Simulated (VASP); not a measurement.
Runs of VASP 6.6.1 on MgTl4. The structure is that of space group P6/mmm (No. 191), or close to it. The cells are those of the table. The cell was built from a structure type or drawn by symmetry, and may not be a known phase.

| task | cell | k mesh | gap on the mesh (eV) | pressure (GPa) |
| --- | --- | --- | --- | --- |
| single point | a = 6.356, b = 6.356, c = 5.712 Å, angles 90.0, 90.0, 120.0°, 5 atoms | 6 × 6 × 4 | none | 0.2 |
| single point | a = 5.630, b = 5.630, c = 5.592 Å, angles 90.0, 90.0, 120.0°, 5 atoms | 6 × 6 × 4 | none | (a) |
| single point | a = 6.409, b = 6.409, c = 5.702 Å, angles 90.0, 90.0, 120.0°, 5 atoms | 6 × 6 × 8 | none | 0.0 |
| relaxation of cell and atoms | relaxed from a = 5.630, b = 5.630, c = 5.592 Å, angles 90.0, 90.0, 120.0°, 5 atoms | 6 × 6 × 4 | none | 0.0 |

Alike in all rows: level PBE; potentials or basis VASP PAW PBE potentials, release 64 (Mg, Tl_d); no spin polarisation; cutoff (eV) 600; smearing gaussian 0.1 eV.

Question: Fill in the values left out.

Answer: (a) 11.8.

Caveats: spin-orbit coupling is left out, which moves the levels of the heavy elements; the cell stands under pressure (at least some runs).

A k mesh can miss the band edges, and the runs leave out spin-orbit coupling on Tl.

A gap of «none» marks levels without a gap at the run's occupations.
